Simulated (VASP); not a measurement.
# Re (Im-3m) in VASP: single point with PBE

Aim: the single point of Re with PBE.

All numbers are computed with VASP 6.6.1; they aren't measurements. Logs are shortened: lines on timing, memory, paths and dates and some standing lists are left out, and cuts for length are marked.

**1. The cell of the first run**

The structure is cubic, space group Im-3m (No. 229). The conventional cell has a = 3.113 Å, b = 3.113 Å, c = 3.113 Å, α = 90.00°, β = 90.00°, γ = 90.00°. Within 3.6 Å of Re (site symmetry m-3m) lie 14 Re at 2.70 to 3.11 Å.

This isn't the form of Re at room conditions, which is hcp.

**2. Single point, PBE**

The input, POSCAR:

```
Re
1.0
   -1.5567101215      1.5567101215      1.5567101215
    1.5567101215     -1.5567101215      1.5567101215
    1.5567101215      1.5567101215     -1.5567101215
Re
1
Direct
    0.0000000000      0.0000000000      0.0000000000
```

The input, INCAR.step1:

```
SYSTEM = Re
ALGO = Normal
EDIFF = 1E-6
ENCUT = 520
GGA = PE
ISIF = 2
ISMEAR = -1
LASPH = .True.
LCHARG = .True.
LMAXMIX = 4
LREAL = .False.
LWAVE = .False.
NBANDS = 10
NELM = 100
PREC = Accurate
SIGMA = 0.1
```

The input, KPOINTS.step1:

```
k-points
0
Gamma
  17 17 17
  0 0 0
```

The input, INCAR.step2:

```
SYSTEM = Re
ALGO = Normal
EDIFF = 1E-6
ENCUT = 520
GGA = PE
ICHARG = 11
ISIF = 2
ISMEAR = -5
LASPH = .True.
LCHARG = .False.
LMAXMIX = 4
LORBIT = 10
LREAL = .False.
LWAVE = .False.
NEDOS = 2001
NELM = 100
PREC = Accurate
SIGMA = 0.1
```

The input, KPOINTS.step2:

```
k-points
0
Gamma
  26 26 26
  0 0 0
```

Potentials or basis: VASP PAW PBE potentials, release 64 (Re).

Started as:

```bash
> cat potpaw_PBE.64/Re/POTCAR > POTCAR
> cp INCAR.step1 INCAR
> cp KPOINTS.step1 KPOINTS
> mpirun -np 1 vasp_std > vasp.out
> cp INCAR.step2 INCAR
> cp KPOINTS.step2 KPOINTS
> mpirun -np 1 vasp_std > vasp.out
```

OUTCAR:

```text
SYSTEM = Re
   EDIFF = 1E-6
   ENCUT = 520
   GGA = PE
   ICHARG = 11
   ISIF = 2
   ISMEAR = -5
   LASPH = .True.
   LORBIT = 10
   LREAL = .False.
   NELM = 100
   PREC = Accurate

 ion  position               nearest neighbor table
   1  0.000  0.000  0.000-

  LATTYP: Found a body centered cubic cell.
 ALAT       =     3.1134202430

  Lattice vectors:

 A1 = (  -1.5567101215,   1.5567101215,   1.5567101215)
 A2 = (   1.5567101215,  -1.5567101215,   1.5567101215)
 A3 = (   1.5567101215,   1.5567101215,  -1.5567101215)

Analysis of symmetry for initial positions (statically):
=====================================================================
 Subroutine PRICEL returns:
 Original cell was already a primitive cell.

 Routine SETGRP: Setting up the symmetry group for a
 body centered cubic supercell.

 Subroutine GETGRP returns: Found 48 space group operations
 (whereof 48 operations were pure point group operations)
 out of a pool of 48 trial point group operations.

The static configuration has the point symmetry O_h .

Analysis of symmetry for dynamics (positions and initial velocities):
=====================================================================
 Subroutine PRICEL returns:
 Original cell was already a primitive cell.

 Routine SETGRP: Setting up the symmetry group for a
 body centered cubic supercell.

 Subroutine GETGRP returns: Found 48 space group operations
 (whereof 48 operations were pure point group operations)
 out of a pool of 48 trial point group operations.

The dynamic configuration has the point symmetry O_h .

 Subroutine INISYM returns: Found 48 space group operations
 (whereof 48 operations are pure point group operations),
 and found     1 'primitive' translations

----------------------------------------------------------------------------------------

                                     Primitive cell

  volume of cell :      15.0898

  direct lattice vectors                    reciprocal lattice vectors
    -1.556710122  1.556710122  1.556710122     0.000000000  0.321190177  0.321190177
     1.556710122 -1.556710122  1.556710122     0.321190177  0.000000000  0.321190177
     1.556710122  1.556710122 -1.556710122     0.321190177  0.321190177  0.000000000

  length of vectors
     2.696301023  2.696301023  2.696301023     0.454231505  0.454231505  0.454231505

  position of ions in fractional coordinates (direct lattice)
     0.000000000  0.000000000  0.000000000

  ion indices of the primitive-cell ions
   primitive index   ion index
                 1           1

----------------------------------------------------------------------------------------

 KPOINTS: k-points

Automatic generation of k-mesh.
 Grid dimensions read from file:
 generate k-points for:   26   26   26

 Generating k-lattice:

  Cartesian coordinates                     Fractional coordinates (reciprocal lattice)
     0.000000000  0.012353468  0.012353468     0.038461538  0.000000000  0.000000000
     0.012353468  0.000000000  0.012353468     0.000000000  0.038461538  0.000000000
     0.012353468  0.012353468  0.000000000     0.000000000  0.000000000  0.038461538

  Length of vectors
     0.017470442  0.017470442  0.017470442

  Shift w.r.t. Gamma in fractional coordinates (k-lattice)
     0.000000000  0.000000000  0.000000000

 TETIRR: Found  21036 inequivalent tetrahedra from   105456

 Subroutine IBZKPT returns following result:
 ===========================================

 Found    511 irreducible k-points:

 Following reciprocal coordinates:
            Coordinates               Weight
  0.000000  0.000000  0.000000      1.000000
  0.038462  0.000000  0.000000     12.000000
  0.076923  0.000000  0.000000     12.000000
  0.115385  0.000000  0.000000     12.000000
  0.153846  0.000000  0.000000     12.000000
  0.192308  0.000000  0.000000     12.000000
[... 16 lines left out ...]
  0.346154  0.038462  0.000000     48.000000
  0.384615  0.038462  0.000000     48.000000
 [... further k-points ...]
   k-points           NKPTS =    511   k-points in BZ     NKDIM =    511   number of bands    NBANDS=      7
   number of dos      NEDOS =   2001   number of ions     NIONS =      1
   total plane-waves  NPLWV =   8000
   dimension x,y,z NGX =    20 NGY =   20 NGZ =   20
   dimension x,y,z NGXF=    40 NGYF=   40 NGZF=   40
   ions per type =               1
   NGX,Y,Z   is equivalent  to a cutoff of  12.33, 12.33, 12.33 a.u.
   NGXF,Y,Z  is equivalent  to a cutoff of  24.66, 24.66, 24.66 a.u.
 SYSTEM =  Re
   PREC   = accura    normal or accurate (medium, high low for compatibility)
   ISTART =      0    job   : 0-new  1-cont  2-samecut
   ICHARG =     11    charge: 1-file 2-atom 10-const
   ISPIN  =      1    spin polarized calculation?
   LNONCOLLINEAR =      F non collinear calculations
   LSORBIT =      F    spin-orbit coupling
   LASPH  =      T    aspherical Exc in radial PAW
   ENCUT  =  520.0 eV  38.22 Ry    6.18 a.u.   5.01  5.01  5.01*2*pi/ulx,y,z
   NELM   =    100;   NELMIN=  2; NELMDL=  0     # of ELM steps
   EDIFF  = 0.1E-05   stopping-criterion for ELM
   LREAL  =      F    real-space projection
   EDIFFG = 0.1E-04   stopping-criterion for IOM
   NSW    =      0    number of steps for IOM
   IBRION =     -1    ionic relax: 0-MD 1-quasi-New 2-CG
   NFREE  =      0    steps in history (QN), initial steepest desc. (CG)
   ISIF   =      2    stress and relaxation
   ISYM   =      2    0-nonsym 1-usesym 2-fastsym
   POTIM  = 0.5000    time-step for ionic-motion
   TEBEG  =    0.0;   TEEND  =   0.0 temperature during run
   PSTRESS=    0.0 pullay stress
   NELECT =       7.0000    total number of electrons
   NUPDOWN=      -1.0000    fix difference up-down
   EMIN   =  10.00;   EMAX   =-10.00  energy-range for DOS
   EFERMI =   0.00;   METHOD = LEGACY
   ISMEAR =    -5;   SIGMA  =   0.10  broadening in eV -4-tet -1-fermi 0-gaus
   EFERMI_NEDOS =   21; number of points for ismear=-14 and -15
   IALGO  =     38    algorithm
   IMIX   =      4    mixing-type and parameters
     AMIX     =   0.40;   BMIX     =  1.00
     AMIX_MAG =   1.60;   BMIX_MAG =  1.00
  volume/ion in A,a.u.               =      15.09       101.83
  Fermi-wavevector in a.u.,A,eV,Ry     =   1.267301  2.394852 21.851660  1.606052
  Thomas-Fermi vector in A             =   2.400456
   LORBIT       =     10    0 simple, 1 ext, 2 COOP (PROOUT), +10 PAW based schemes
   GGA     = PE    functional components
   LHFCALC =     F    Hartree Fock is set to
   AEXX    =    0.0000 exact exchange contribution
   IVDW    =     0    specifies the selected vdW correction
   LEPSILON=     F    determine dielectric tensor
   LRPA    =     F    only Hartree local field effects (RPA)
 non-spin polarized calculation
 Fermi weights with tetrahedron method with Bloechl corrections
  energy-cutoff  :      520.00
  volume of cell :       15.09
 maximum number of plane-waves:       420

 number of electron       7.0000000 magnetization

 Free energy of the ion-electron system (eV)
  ---------------------------------------------------
  ext. energy  EPLUGINS =         0.00000000
  ---------------------------------------------------
  free energy    TOTEN  =       -12.11116208 eV

  energy without entropy =      -12.11116208  energy(sigma->0) =      -12.11116208

 E-fermi :   8.4977     XC(G=0): -13.5933

 val. band max:        8.5375846428   @ k =   0.2308   0.0385   0.0000
 cond. band min:       8.5044047300   @ k =  -0.2308   0.2692   0.0769
 fundamental gap:     -0.0331799128
 Fermi energy:         8.4976646860

 k-point     1 :       0.0000    0.0000    0.0000
  band No.  band energies     occupation
      1      -2.1057      2.00000
      2       5.8471      2.00000
      3       5.8471      2.00000
      4       5.8471      2.00000
      5       9.2291      0.00000
      6       9.2292      0.00000
      7      23.9984      0.00000

 k-point     2 :       0.0385    0.0000    0.0000
  band No.  band energies     occupation
      1      -2.0344      2.00000
      2       5.8070      2.00000
      3       5.8415      2.00000
      4       5.9150      2.00000
      5       9.1668      0.00000
      6       9.2309      0.00000
      7      24.0964      0.00000

 k-point     3 :       0.0769    0.0000    0.0000
  band No.  band energies     occupation
      1      -1.8241      2.00000
      2       5.6912      2.00000
      3       5.8195      2.00000
      4       6.1180      2.00000
      5       9.0041      0.00000
      6       9.2373      0.00000
      7      24.2244      0.00000

 k-point     4 :       0.1154    0.0000    0.0000
  band No.  band energies     occupation
      1      -1.4854      2.00000
      2       5.5115      2.00000
      3       5.7671      2.00000
      4       6.4525      2.00000
      5       8.8035     -0.04246
      6       9.2519      0.00000
      7      24.4175      0.00000

 k-point     5 :       0.1538    0.0000    0.0000
  band No.  band energies     occupation
      1      -1.0382      2.00000
      2       5.2848      2.00000
      3       5.6729      2.00000
      4       6.9125      2.00000
      5       8.6387     -0.01024
      6       9.2788      0.00000
      7      24.5358      0.00000
[... 161 lines left out ...]
 k-point    22 :       0.3077    0.0385    0.0000
  band No.  band energies     occupation
      1       1.0858      2.00000
      2       4.1651      2.00000
      3       5.8097      2.00000
      4       8.8831     -0.02809
      5       9.6711      0.00000
      6      10.2834      0.00000
      7      21.9757      0.00000

 k-point    23 :       0.3462    0.0385    0.0000
  band No.  band energies     occupation
      1       1.2201      2.00000
      2       3.9761      2.00000
      3       6.3616      2.00000
      4       9.0527      0.00000
      5       9.7791      0.00000
      6      11.1282      0.00000
      7      20.7581      0.00000

 k-point    24 :       0.3846    0.0385    0.0000
  band No.  band energies     occupation
      1       1.2477      2.00000
      2       3.8288      2.00000
      3       7.0352      2.00000
      4       9.1660      0.00000
      5       9.8942      0.00000
      6      11.9058      0.00000
      7      19.6130      0.00000

 [... further k-points ...]

------------------------ aborting loop because EDIFF is reached ----------------------------------------

  FORCE on cell =-STRESS in cart. coord.  units (eV):
  Direction    XX          YY          ZZ          XY          YZ          ZX
  --------------------------------------------------------------------------------------
  -------------------------------------------------------------------------------------
  Total       -0.0776642     -0.0776642     -0.0776642     -0.0000000      0.0000000     -0.0000000
  in kB       -8.2460926     -8.2460926     -8.2460926     -0.0000000      0.0000000     -0.0000000
  external PRESSURE =      -8.2460926 kB  Pullay stress =       0.0000000 kB

 VOLUME and BASIS-vectors are now :
 -----------------------------------------------------------------------------
  energy-cutoff  :      520.00
  volume of cell :       15.09
      direct lattice vectors                 reciprocal lattice vectors
    -1.556710122  1.556710122  1.556710122     0.000000000  0.321190177  0.321190177
     1.556710122 -1.556710122  1.556710122     0.321190177  0.000000000  0.321190177
     1.556710122  1.556710122 -1.556710122     0.321190177  0.321190177  0.000000000

 POSITION                                       TOTAL-FORCE (eV/Angst)
 -----------------------------------------------------------------------------------
      0.00000      0.00000      0.00000        -0.000000     -0.000000     -0.000000
 -----------------------------------------------------------------------------------
    total drift:                                0.000000      0.000000     -0.000000

  FREE ENERGIE OF THE ION-ELECTRON SYSTEM (eV)
  ---------------------------------------------------
  free  energy   TOTEN  =       -12.1111620828 eV

  energy  without entropy=      -12.1111620828  energy(sigma->0) =      -12.11116208

 total charge

# of ion       s       p       d       tot
------------------------------------------
    1        0.604   0.658   4.783   6.044
```

It took 34 s on 1 thread of Intel Xeon Platinum 8559C (Emerald Rapids), shared host; peak memory 0.2 GiB.

Results:

```yaml
Valence_electrons_inside_the_program's_atomic_spheres: Re 6.04
```

Caveat: spin-orbit coupling is left out, which moves the levels of the heavy elements; tetrahedron occupations give inexact forces and stress in metals.
